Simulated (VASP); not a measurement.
# Al32O (a cell with a defect) in VASP: single point with LDA

Aim: the single point of Al32O (a cell with a defect) with LDA.

Everything below comes from runs of VASP 6.6.1. Logs are shortened: lines on timing, memory, paths and dates and some standing lists are left out, and cuts for length are marked.

**1. The cell of the first run**

The cell holds a defect, 33 atoms: a = 8.100 Å, b = 8.100 Å, c = 8.100 Å, α = 90.00°, β = 90.00°, γ = 90.00°.

**2. Single point, LDA**

Input file INCAR:

```
SYSTEM = Al32O
PREC = Accurate
ENCUT = 520
EDIFF = 1E-6
ISMEAR = -1
SIGMA = 0.05
LREAL = Auto
LASPH = .True.
NELM = 100
ALGO = Normal
ISIF = 2
LWAVE = .False.
LCHARG = .True.
GGA = CA
LELF = .True.
LVHAR = .True.
NBANDS = 73
```

Input file KPOINTS:

```
regular mesh
0
Gamma
  3 3 3
  0 0 0
```

Input file POSCAR:

```
Al32O
1.0
    8.1000000000      0.0000000000      0.0000000000
    0.0000000000      8.1000000000      0.0000000000
    0.0000000000      0.0000000000      8.1000000000
Al O
32 1
Direct
    0.4994220052     -0.0009421154      0.0027693705
    0.7512964717      0.2509254661      0.0027005745
    0.7512256098     -0.0009128972      0.2467344939
    0.0033921928      0.0001135979      0.0028305663
    0.2471925651      0.2498435043      0.0028976668
    0.5004094514      0.5030409681      0.0028442003
    0.7501464616      0.7468302134      0.0028997587
    0.2472466379      0.0001017483      0.2466888189
    0.4994739920      0.2508303127      0.2466539585
    0.7501195953      0.5030553865      0.2466840866
    0.4906748186     -0.0095458284      0.4903935270
    0.7598404628      0.2596690192      0.4901788051
    0.7596966221     -0.0096286303      0.7594562753
    0.0018090741      0.5014487024      0.0012837413
    0.2488296361      0.7485097761      0.0012462901
    0.0033430884      0.2498080254      0.2467517446
    0.2488020068      0.5014387591      0.2482980656
    0.5004134948      0.7469550200      0.2467448619
    0.0033900433     -0.0008882560      0.4988937158
    0.2474181546      0.2509304311      0.4987957271
    0.4994314542      0.5030370536      0.4988514075
    0.7512652462      0.7470334220      0.4988280950
    0.2473701946     -0.0009628671      0.7506919763
    0.4907941222      0.2593534010      0.7592518182
    0.7512630698      0.5030147132      0.7506744899
    0.0018110412      0.7484820652      0.2482904682
    0.0033869250      0.5030363468      0.4999615265
    0.2472039216      0.7468425837      0.4999227716
    0.0034455518      0.2508261412      0.7506126189
    0.2472274345      0.5030586020      0.7496688586
    0.4994696446      0.7469038935      0.7506246884
    0.0033530587      0.7469558020      0.7496555830
    0.6254436513      0.1250418396      0.6247056491
```

Potentials or basis: VASP PAW LDA potentials, release 64 (Al, O).

Started as:

```bash
$ cat potpaw_LDA.64/Al/POTCAR potpaw_LDA.64/O/POTCAR > POTCAR
$ mpirun -np 1 vasp_std > vasp.out
```

OUTCAR:

```text
SYSTEM = Al32O
   PREC = Accurate
   ENCUT = 520
   EDIFF = 1E-6
   ISMEAR = -1
   LREAL = Auto
   LASPH = .True.
   NELM = 100
   ISIF = 2
   GGA = CA

 ion  position               nearest neighbor table
   1  0.499  0.999  0.003-   9 2.84   3 2.84  18 2.84   8 2.84  15 2.87   7 2.88   5 2.88   2 2.89
                            13 2.89  23 2.89  24 2.89  31 2.89
   2  0.751  0.251  0.003-   9 2.84   3 2.84  16 2.84  10 2.84  14 2.87   4 2.88   6 2.88   1 2.89
                            25 2.89  13 2.89  29 2.89  24 2.89
   3  0.751  0.999  0.247-   1 2.84   2 2.84   4 2.84   7 2.84  26 2.87  16 2.88  18 2.88   9 2.88
                            22 2.89  19 2.89  12 2.89  11 2.89
   4  0.003  0.000  0.003-  13 2.79   8 2.79   5 2.83  16 2.83   3 2.84  23 2.84  15 2.85  26 2.85
                             2 2.88  29 2.88  32 2.90   7 2.90
   5  0.247  0.250  0.003-  24 2.79  16 2.79   4 2.83   8 2.83  29 2.84   9 2.84  14 2.85  17 2.85
                            23 2.88   1 2.88   6 2.90  30 2.90
   6  0.500  0.503  0.003-  24 2.79  18 2.79   7 2.83  10 2.83   9 2.84  31 2.84  15 2.85  17 2.85
                             2 2.88  25 2.88  30 2.90   5 2.90
   7  0.750  0.747  0.003-  13 2.79  10 2.79   6 2.83  18 2.83  25 2.84   3 2.84  14 2.85  26 2.85
                             1 2.88  31 2.88  32 2.90   4 2.90
   8  0.247  0.000  0.247-  11 2.79   4 2.79   5 2.83  16 2.83  19 2.84   1 2.84  15 2.85  26 2.85
                            20 2.88   9 2.88  18 2.90  28 2.90
   9  0.499  0.251  0.247-   1 2.84   2 2.84   6 2.84   5 2.84  17 2.87  10 2.88   8 2.88   3 2.88
[... 32 lines left out ...]
                             2 2.89  12 2.89  29 2.89  24 2.89
  26  0.002  0.748  0.248-  17 2.83  14 2.83  15 2.83  28 2.85   8 2.85   7 2.85   4 2.85  27 2.85
                            10 2.85  22 2.87   3 2.87  19 2.87
  27  0.003  0.503  0.500-  12 2.79  28 2.79  30 2.83  32 2.83  22 2.84  20 2.84  17 2.85  26 2.85
                            25 2.88  29 2.88  16 2.90  10 2.90
  28  0.247  0.747  0.500-  11 2.79  27 2.79  30 2.83  32 2.83  21 2.84  19 2.84  26 2.85  17 2.85
                            23 2.88  31 2.88  18 2.90   8 2.90
  29  0.003  0.251  0.751-  23 2.84  20 2.84  30 2.84   5 2.84  14 2.87  27 2.88   4 2.88  19 2.88
                             2 2.89  25 2.89  12 2.89  13 2.89
  30  0.247  0.503  0.750-  24 2.79  32 2.79  28 2.83  27 2.83  29 2.84  31 2.84  15 2.85  14 2.85
                            20 2.88  21 2.88   6 2.90   5 2.90
  31  0.499  0.747  0.751-  21 2.84  25 2.84   6 2.84  30 2.84  15 2.87   7 2.88  28 2.88  22 2.88
                            13 2.89  11 2.89  23 2.89   1 2.89
  32  0.003  0.747  0.750-  13 2.79  30 2.79  28 2.83  27 2.83  25 2.84  23 2.84  15 2.85  14 2.85
                            22 2.88  19 2.88   4 2.90   7 2.90
  33  0.625  0.125  0.625-  24 1.89  12 1.89  11 1.89  13 1.89

  LATTYP: Found a simple cubic cell.
 ALAT       =     8.1000000000

  Lattice vectors:

 A1 = (   8.1000000000,   0.0000000000,   0.0000000000)
 A2 = (   0.0000000000,   8.1000000000,   0.0000000000)
 A3 = (   0.0000000000,   0.0000000000,   8.1000000000)

Analysis of symmetry for initial positions (statically):
=====================================================================
 Subroutine PRICEL returns:
 Original cell was already a primitive cell.

 Routine SETGRP: Setting up the symmetry group for a
 simple cubic supercell.

 Subroutine GETGRP returns: Found  1 space group operations
 (whereof  1 operations were pure point group operations)
 out of a pool of 48 trial point group operations.

The static configuration has the point symmetry C_1 .

Analysis of symmetry for dynamics (positions and initial velocities):
=====================================================================
 Subroutine PRICEL returns:
 Original cell was already a primitive cell.

 Routine SETGRP: Setting up the symmetry group for a
 simple cubic supercell.

 Subroutine GETGRP returns: Found  1 space group operations
 (whereof  1 operations were pure point group operations)
 out of a pool of 48 trial point group operations.

The dynamic configuration has the point symmetry C_1 .

 Subroutine INISYM returns: Found  1 space group operations
 (whereof  1 operations are pure point group operations),
 and found     1 'primitive' translations

----------------------------------------------------------------------------------------

                                     Primitive cell

  volume of cell :     531.4410

  direct lattice vectors                    reciprocal lattice vectors
[... 90 lines left out ...]
     0.000000000  0.041152263  0.000000000     0.000000000  0.333333333  0.000000000
     0.000000000  0.000000000  0.041152263     0.000000000  0.000000000  0.333333333

  Length of vectors
     0.041152263  0.041152263  0.041152263

  Shift w.r.t. Gamma in fractional coordinates (k-lattice)
     0.000000000  0.000000000  0.000000000

 Subroutine IBZKPT returns following result:
 ===========================================

 Found     14 irreducible k-points:

 Following reciprocal coordinates:
            Coordinates               Weight
  0.000000  0.000000  0.000000      1.000000
  0.333333  0.000000  0.000000      2.000000
  0.000000  0.333333  0.000000      2.000000
  0.000000  0.000000  0.333333      2.000000
  0.333333  0.333333  0.000000      2.000000
  0.000000  0.333333  0.333333      2.000000
  0.333333  0.000000  0.333333      2.000000
 -0.333333  0.333333  0.000000      2.000000
 -0.333333  0.000000  0.333333      2.000000
  0.000000 -0.333333  0.333333      2.000000
  0.333333  0.333333  0.333333      2.000000
 -0.333333  0.333333  0.333333      2.000000
 -0.333333 -0.333333  0.333333      2.000000
  0.333333 -0.333333  0.333333      2.000000
   k-points           NKPTS =     14   k-points in BZ     NKDIM =     14   number of bands    NBANDS=     73
   number of dos      NEDOS =    301   number of ions     NIONS =     33
   total plane-waves  NPLWV = 216000
   dimension x,y,z NGX =    60 NGY =   60 NGZ =   60
   dimension x,y,z NGXF=   120 NGYF=  120 NGZF=  120
   ions per type =              32   1
   NGX,Y,Z   is equivalent  to a cutoff of  12.31, 12.31, 12.31 a.u.
   NGXF,Y,Z  is equivalent  to a cutoff of  24.63, 24.63, 24.63 a.u.
 SYSTEM =  Al32O
   PREC   = accura    normal or accurate (medium, high low for compatibility)
   ISTART =      0    job   : 0-new  1-cont  2-samecut
   ICHARG =      2    charge: 1-file 2-atom 10-const
   ISPIN  =      1    spin polarized calculation?
   LNONCOLLINEAR =      F non collinear calculations
   LSORBIT =      F    spin-orbit coupling
   LASPH  =      T    aspherical Exc in radial PAW
   ENCUT  =  520.0 eV  38.22 Ry    6.18 a.u.  15.06 15.06 15.06*2*pi/ulx,y,z
   NELM   =    100;   NELMIN=  2; NELMDL= -5     # of ELM steps
   EDIFF  = 0.1E-05   stopping-criterion for ELM
   LREAL  =      T    real-space projection
   EDIFFG = 0.1E-04   stopping-criterion for IOM
   NSW    =      0    number of steps for IOM
   IBRION =     -1    ionic relax: 0-MD 1-quasi-New 2-CG
   NFREE  =      0    steps in history (QN), initial steepest desc. (CG)
   ISIF   =      2    stress and relaxation
   ISYM   =      2    0-nonsym 1-usesym 2-fastsym
   POTIM  = 0.5000    time-step for ionic-motion
   TEBEG  =    0.0;   TEEND  =   0.0 temperature during run
   PSTRESS=    0.0 pullay stress
   NELECT =     102.0000    total number of electrons
   NUPDOWN=      -1.0000    fix difference up-down
   EMIN   =  10.00;   EMAX   =-10.00  energy-range for DOS
   EFERMI =   0.00;   METHOD = LEGACY
   ISMEAR =    -1;   SIGMA  =   0.05  broadening in eV -4-tet -1-fermi 0-gaus
   EFERMI_NEDOS =   21; number of points for ismear=-14 and -15
   IALGO  =     38    algorithm
   IMIX   =      4    mixing-type and parameters
     AMIX     =   0.40;   BMIX     =  1.00
     AMIX_MAG =   1.60;   BMIX_MAG =  1.00
  volume/ion in A,a.u.               =      16.10       108.68
  Fermi-wavevector in a.u.,A,eV,Ry     =   0.944329  1.784523 12.133087  0.891757
  Thomas-Fermi vector in A             =   2.072123
   LORBIT       =      0    0 simple, 1 ext, 2 COOP (PROOUT), +10 PAW based schemes
   GGA     = CA    functional components
   LHFCALC =     F    Hartree Fock is set to
   AEXX    =    0.0000 exact exchange contribution
   IVDW    =     0    specifies the selected vdW correction
   LEPSILON=     F    determine dielectric tensor
   LRPA    =     F    only Hartree local field effects (RPA)
 non-spin polarized calculation
  energy-cutoff  :      520.00
  volume of cell :      531.44
 maximum number of plane-waves:     14358
   NGX = 31   NGY = 31   NGZ = 31

 number of electron     101.9999992 magnetization

 Free energy of the ion-electron system (eV)
  ---------------------------------------------------
  ext. energy  EPLUGINS =         0.00000000
  ---------------------------------------------------
  free energy    TOTEN  =      -144.03405091 eV

  energy without entropy =     -143.96570345  energy(sigma->0) =     -143.99987718

 E-fermi :   7.7850     XC(G=0): -10.3896

 val. band max:        7.7583444093   @ k =   0.0000   0.3333   0.3333
 cond. band min:       7.8645263182   @ k =   0.3333   0.0000   0.0000
 fundamental gap:      0.1061819090
 Fermi energy:         7.7849625532

 k-point     1 :       0.0000    0.0000    0.0000
  band No.  band energies     occupation
      1     -13.3789      2.00000
      2      -3.1307      2.00000
      3      -1.3728      2.00000
      4      -1.3706      2.00000
      5      -1.3696      2.00000
      6      -1.0370      2.00000
[... 913 lines left out ...]
     62       9.6235      0.00000
     63       9.6242      0.00000
 [bands above 63 left out]

------------------------ aborting loop because EDIFF is reached ----------------------------------------

  FORCE on cell =-STRESS in cart. coord.  units (eV):
  Direction    XX          YY          ZZ          XY          YZ          ZX
  --------------------------------------------------------------------------------------
  -------------------------------------------------------------------------------------
  Total       -8.3546568     -8.3579050     -8.3545079      0.0026519     -0.0029239     -0.0054210
  in kB      -25.1874464    -25.1972390    -25.1869976      0.0079948     -0.0088149     -0.0163432
  external PRESSURE =     -25.1905610 kB  Pullay stress =       0.0000000 kB

 VOLUME and BASIS-vectors are now :
 -----------------------------------------------------------------------------
  energy-cutoff  :      520.00
  volume of cell :      531.44
      direct lattice vectors                 reciprocal lattice vectors
     8.100000000  0.000000000  0.000000000     0.123456790  0.000000000  0.000000000
     0.000000000  8.100000000  0.000000000     0.000000000  0.123456790  0.000000000
     0.000000000  0.000000000  8.100000000     0.000000000  0.000000000  0.123456790

 POSITION                                       TOTAL-FORCE (eV/Angst)
 -----------------------------------------------------------------------------------
      4.04532      8.09237      0.02243         0.001989      0.001701     -0.005549
      6.08550      2.03250      0.02187        -0.002244     -0.002587     -0.005144
      6.08493      8.09261      1.99855        -0.002361      0.001451      0.005725
      0.02748      0.00092      0.02293        -0.003091      0.002752     -0.002166
      2.00226      2.02373      0.02347         0.004749     -0.004254     -0.004346
      4.05332      4.07463      0.02304         0.003330     -0.003664     -0.004695
[... 25 lines left out ...]
      0.02716      6.05034      6.07221        -0.002135      0.002205     -0.002971
      5.06609      1.01284      5.06012        -0.003361     -0.005734      0.001922
 -----------------------------------------------------------------------------------
    total drift:                               -0.005079      0.007176      0.000985

  FREE ENERGIE OF THE ION-ELECTRON SYSTEM (eV)
  ---------------------------------------------------
  free  energy   TOTEN  =      -144.0340509077 eV

  energy  without entropy=     -143.9657034514  energy(sigma->0) =     -143.99987718
```

Wall time 42 min (1 thread of Intel Xeon 8259CL, shared host); peak memory 0.55 GiB.

Results:

* Free energy: -144.0341 eV
* Pressure: -2.5 GPa
* Largest force: 0.033 eV/Å
* Band gap on the k mesh: zero (bands 51 and 52 overlap by 0.36 eV)

Forces in eV/Å, atoms in the order of the input:
```
Al   0.002  0.002 -0.006
Al  -0.002 -0.003 -0.005
Al  -0.002  0.001  0.006
Al  -0.003  0.003 -0.002
Al   0.005 -0.004 -0.004
Al   0.003 -0.004 -0.005
Al  -0.003  0.003 -0.003
Al   0.003  0.004  0.003
Al   0.001 -0.001  0.007
Al  -0.002 -0.002  0.002
Al  -0.011 -0.013 -0.017
Al   0.014  0.010 -0.012
Al   0.017 -0.011  0.009
Al  -0.002 -0.001 -0.002
Al   0.002  0.001 -0.001
Al  -0.002 -0.002  0.002
Al   0.002 -0.001  0.002
Al   0.003  0.002  0.002
Al  -0.006  0.001  0.002
Al   0.004 -0.003  0.002
Al   0.002 -0.006  0.002
Al  -0.002  0.005  0.002
Al   0.005  0.002 -0.002
Al  -0.017  0.021  0.018
Al  -0.003 -0.006 -0.001
Al  -0.002  0.002  0.002
Al  -0.002 -0.002  0.002
Al   0.003  0.003  0.003
Al  -0.007 -0.001 -0.001
Al   0.005 -0.004 -0.004
Al   0.000  0.006  0.000
Al  -0.002  0.002 -0.003
O   -0.003 -0.006  0.002
```

Levels at points of the mesh, in eV from the Fermi level:
| k point | band 47 | band 48 | band 49 | band 50 | band 51 | band 52 | band 53 | band 54 | band 55 | band 56 |
| --- | --- | --- | --- | --- | --- | --- | --- | --- | --- | --- |
| (0.00, 0.00, 0.00) | -0.64 | -0.64 | 0.18 | 0.19 | 0.19 | 0.32 | 0.48 | 0.48 | 0.49 | 1.01 |

The gap in the log of VASP goes by the Fermi energy; the results here count the filled bands.